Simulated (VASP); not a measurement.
# Li2O3 (Pn-3m) in VASP: a series of runs, part 2 of 2

VASP 6.6.1. Earlier steps stand in the parts before.

**3. Single point, PBE**

This run uses another cell than the first one, of 8.95 Å³/atom.

INCAR reads:

```
ALGO = Normal
EDIFF = 1E-6
ENCUT = 520
GGA = PE
ISIF = 2
ISMEAR = -1
KPAR = 4
LASPH = True
LCHARG = False
LREAL = False
LWAVE = False
NBANDS = 35
NELM = 80
PREC = Accurate
SIGMA = 0.06122561905347299
```

KPOINTS reads:

```
k-points
0
Gamma
  24 24 24
```

POSCAR reads:

```
Li2O3
1.0
    4.4738773108      0.0000000000      0.0000000000
    0.0000000000      4.4738773108      0.0000000000
    0.0000000000      0.0000000000      4.4738773108
Li O
4 6
Direct
    0.2500000000      0.2500000000      0.2500000000
    0.7500000000      0.7500000000      0.2500000000
    0.7500000000      0.2500000000      0.7500000000
    0.2500000000      0.7500000000      0.7500000000
    0.5000000000      0.0000000000      0.0000000000
    0.0000000000      0.5000000000      0.0000000000
    0.0000000000      0.0000000000      0.5000000000
    0.5000000000      0.5000000000      0.0000000000
    0.5000000000      0.0000000000      0.5000000000
    0.0000000000      0.5000000000      0.5000000000
```

Potentials or basis: VASP PAW PBE potentials, release 64 (Li_sv, O).

Run with:

```bash
cat potpaw_PBE.64/Li_sv/POTCAR potpaw_PBE.64/O/POTCAR > POTCAR
mpirun -np 4 vasp_std > vasp.out
```

OUTCAR:

```text
EDIFF = 1E-6
   ENCUT = 520
   GGA = PE
   ISIF = 2
   ISMEAR = -1
   LASPH = True
   LREAL = False
   NELM = 80
   PREC = Accurate

 ion  position               nearest neighbor table
   1  0.250  0.250  0.250-   5 1.94   6 1.94   7 1.94   8 1.94   9 1.94  10 1.94
   2  0.750  0.750  0.250-   5 1.94   6 1.94   7 1.94   8 1.94   9 1.94  10 1.94
   3  0.750  0.250  0.750-   5 1.94   6 1.94   7 1.94   8 1.94   9 1.94  10 1.94
   4  0.250  0.750  0.750-   5 1.94   6 1.94   7 1.94   8 1.94   9 1.94  10 1.94
   5  0.500  0.000  0.000-   1 1.94   2 1.94   3 1.94   4 1.94
   6  0.000  0.500  0.000-   1 1.94   2 1.94   3 1.94   4 1.94
   7  0.000  0.000  0.500-   1 1.94   2 1.94   3 1.94   4 1.94
   8  0.500  0.500  0.000-   1 1.94   2 1.94   3 1.94   4 1.94
   9  0.500  0.000  0.500-   1 1.94   2 1.94   3 1.94   4 1.94
  10  0.000  0.500  0.500-   1 1.94   2 1.94   3 1.94   4 1.94

  LATTYP: Found a simple cubic cell.
 ALAT       =     4.4738773108

  Lattice vectors:

 A1 = (   4.4738773108,   0.0000000000,   0.0000000000)
 A2 = (   0.0000000000,   4.4738773108,   0.0000000000)
 A3 = (   0.0000000000,   0.0000000000,   4.4738773108)

Analysis of symmetry for initial positions (statically):
=====================================================================
 Subroutine PRICEL returns:
 Original cell was already a primitive cell.

 Routine SETGRP: Setting up the symmetry group for a
 simple cubic supercell.

 Subroutine GETGRP returns: Found 48 space group operations
 (whereof 24 operations were pure point group operations)
 out of a pool of 48 trial point group operations.

The static configuration has the point symmetry T_d .
 The point group associated with its full space group is O_h .

Analysis of symmetry for dynamics (positions and initial velocities):
=====================================================================
 Subroutine PRICEL returns:
 Original cell was already a primitive cell.

 Routine SETGRP: Setting up the symmetry group for a
 simple cubic supercell.

 Subroutine GETGRP returns: Found 48 space group operations
 (whereof 24 operations were pure point group operations)
 out of a pool of 48 trial point group operations.

The dynamic configuration has the point symmetry T_d .
 The point group associated with its full space group is O_h .

 Subroutine INISYM returns: Found 48 space group operations
 (whereof 24 operations are pure point group operations),
 and found     1 'primitive' translations

----------------------------------------------------------------------------------------

                                     Primitive cell

  volume of cell :      89.5472

  direct lattice vectors                    reciprocal lattice vectors
     4.473877311  0.000000000  0.000000000     0.223519764  0.000000000  0.000000000
     0.000000000  4.473877311  0.000000000     0.000000000  0.223519764  0.000000000
     0.000000000  0.000000000  4.473877311     0.000000000  0.000000000  0.223519764

  length of vectors
     4.473877311  4.473877311  4.473877311     0.223519764  0.223519764  0.223519764

  position of ions in fractional coordinates (direct lattice)
     0.250000000  0.250000000  0.250000000
[... 51 lines left out ...]
  0.000000  0.000000  0.000000      1.000000
  0.041667  0.000000  0.000000      6.000000
  0.083333  0.000000  0.000000      6.000000
  0.125000  0.000000  0.000000      6.000000
  0.166667  0.000000  0.000000      6.000000
  0.208333  0.000000  0.000000      6.000000
[... 16 lines left out ...]
  0.416667  0.041667  0.000000     24.000000
  0.458333  0.041667  0.000000     24.000000
 [... further k-points ...]
   k-points           NKPTS =    455   k-points in BZ     NKDIM =    455   number of bands    NBANDS=     35
   number of dos      NEDOS =    301   number of ions     NIONS =     10
   total plane-waves  NPLWV =  46656
   dimension x,y,z NGX =    36 NGY =   36 NGZ =   36
   dimension x,y,z NGXF=    72 NGYF=   72 NGZF=   72
   ions per type =               4   6
   NGX,Y,Z   is equivalent  to a cutoff of  13.38, 13.38, 13.38 a.u.
   NGXF,Y,Z  is equivalent  to a cutoff of  26.75, 26.75, 26.75 a.u.
 SYSTEM =  unknown system
   PREC   = accura    normal or accurate (medium, high low for compatibility)
   ISTART =      0    job   : 0-new  1-cont  2-samecut
   ICHARG =      2    charge: 1-file 2-atom 10-const
   ISPIN  =      1    spin polarized calculation?
   LNONCOLLINEAR =      F non collinear calculations
   LSORBIT =      F    spin-orbit coupling
   LASPH  =      T    aspherical Exc in radial PAW
   ENCUT  =  520.0 eV  38.22 Ry    6.18 a.u.   8.32  8.32  8.32*2*pi/ulx,y,z
   NELM   =     80;   NELMIN=  2; NELMDL= -5     # of ELM steps
   EDIFF  = 0.1E-05   stopping-criterion for ELM
   LREAL  =      F    real-space projection
   EDIFFG = 0.1E-04   stopping-criterion for IOM
   NSW    =      0    number of steps for IOM
   IBRION =     -1    ionic relax: 0-MD 1-quasi-New 2-CG
   NFREE  =      0    steps in history (QN), initial steepest desc. (CG)
   ISIF   =      2    stress and relaxation
   ISYM   =      2    0-nonsym 1-usesym 2-fastsym
   POTIM  = 0.5000    time-step for ionic-motion
   TEBEG  =    0.0;   TEEND  =   0.0 temperature during run
   PSTRESS=    0.0 pullay stress
   NELECT =      48.0000    total number of electrons
   NUPDOWN=      -1.0000    fix difference up-down
   EMIN   =  10.00;   EMAX   =-10.00  energy-range for DOS
   EFERMI =   0.00;   METHOD = LEGACY
   ISMEAR =    -1;   SIGMA  =   0.06  broadening in eV -4-tet -1-fermi 0-gaus
   EFERMI_NEDOS =   21; number of points for ismear=-14 and -15
   IALGO  =     38    algorithm
   IMIX   =      4    mixing-type and parameters
     AMIX     =   0.40;   BMIX     =  1.00
     AMIX_MAG =   1.60;   BMIX_MAG =  1.00
  volume/ion in A,a.u.               =       8.95        60.43
  Fermi-wavevector in a.u.,A,eV,Ry     =   1.329856  2.513063 24.062122  1.768516
  Thomas-Fermi vector in A             =   2.458987
   LORBIT       =      0    0 simple, 1 ext, 2 COOP (PROOUT), +10 PAW based schemes
   GGA     = PE    functional components
   LHFCALC =     F    Hartree Fock is set to
   AEXX    =    0.0000 exact exchange contribution
   IVDW    =     0    specifies the selected vdW correction
   LEPSILON=     F    determine dielectric tensor
   LRPA    =     F    only Hartree local field effects (RPA)
 non-spin polarized calculation
  energy-cutoff  :      520.00
  volume of cell :       89.55
 maximum number of plane-waves:      2469
 NGX is ok and might be reduce to    36
   NGX = 17   NGY = 17   NGZ = 17

 number of electron      48.0000019 magnetization

 Free energy of the ion-electron system (eV)
  ---------------------------------------------------
  ext. energy  EPLUGINS =         0.00000000
  ---------------------------------------------------
  free energy    TOTEN  =       -42.51622864 eV

  energy without entropy =      -42.46993546  energy(sigma->0) =      -42.49308205

 E-fermi :   0.2961     XC(G=0):  -9.9421

 val. band max:        0.2956426033   @ k =   0.4583   0.3333   0.1250
 cond. band min:       0.2970978721   @ k =   0.4167   0.3333   0.2500
 fundamental gap:      0.0014552688
 Fermi energy:         0.2961279129

 k-point     1 :       0.0000    0.0000    0.0000
  band No.  band energies     occupation
      1     -41.7243      2.00000
      2     -41.6886      2.00000
      3     -41.6886      2.00000
      4     -41.6886      2.00000
      5     -17.7909      2.00000
      6     -16.8900      2.00000
[... 901 lines left out ...]
     34      14.1369      0.00000
     35      16.4540      0.00000

 [... further k-points ...]
[... 5 lines left out ...]
  --------------------------------------------------------------------------------------
  -------------------------------------------------------------------------------------
  Total       -0.0471859     -0.0471859     -0.0471859     -0.0000000      0.0000000     -0.0000000
  in kB       -0.8442485     -0.8442485     -0.8442485     -0.0000000      0.0000000     -0.0000000
  external PRESSURE =      -0.8442485 kB  Pullay stress =       0.0000000 kB

 VOLUME and BASIS-vectors are now :
 -----------------------------------------------------------------------------
  energy-cutoff  :      520.00
  volume of cell :       89.55
      direct lattice vectors                 reciprocal lattice vectors
     4.473877311  0.000000000  0.000000000     0.223519764  0.000000000  0.000000000
     0.000000000  4.473877311  0.000000000     0.000000000  0.223519764  0.000000000
     0.000000000  0.000000000  4.473877311     0.000000000  0.000000000  0.223519764

 POSITION                                       TOTAL-FORCE (eV/Angst)
 -----------------------------------------------------------------------------------
      1.11847      1.11847      1.11847         0.000000     -0.000000     -0.000000
      3.35541      3.35541      1.11847        -0.000000     -0.000000     -0.000000
      3.35541      1.11847      3.35541        -0.000000      0.000000      0.000000
      1.11847      3.35541      3.35541        -0.000000      0.000000     -0.000000
      2.23694      0.00000      0.00000        -0.000000      0.000000     -0.000000
      0.00000      2.23694      0.00000         0.000000     -0.000000      0.000000
      0.00000      0.00000      2.23694        -0.000000      0.000000      0.000000
      2.23694      2.23694      0.00000        -0.000000     -0.000000      0.000000
      2.23694      0.00000      2.23694        -0.000000     -0.000000     -0.000000
      0.00000      2.23694      2.23694        -0.000000     -0.000000      0.000000
 -----------------------------------------------------------------------------------
    total drift:                               -0.000000      0.000000     -0.000000

  FREE ENERGIE OF THE ION-ELECTRON SYSTEM (eV)
  ---------------------------------------------------
  free  energy   TOTEN  =       -42.5162286438 eV

  energy  without entropy=      -42.4699354609  energy(sigma->0) =      -42.49308205
```

Wall time 5.7 min (4 MPI ranks of Intel Xeon Platinum 8259CL at 2.50GHz (Skylake/Cascade Lake), shared host); peak memory 0.92 GiB.

Results:

```yaml
Free_energy: -42.5162 eV
Band_gap_on_the_k_mesh: zero (bands 24 and 25 overlap by 2.41 eV)
```

Caveat: the cutoff is under 1.25 times the usual one of these potentials, so pressure, stress and relaxed cells hold a basis-set (Pulay) error.
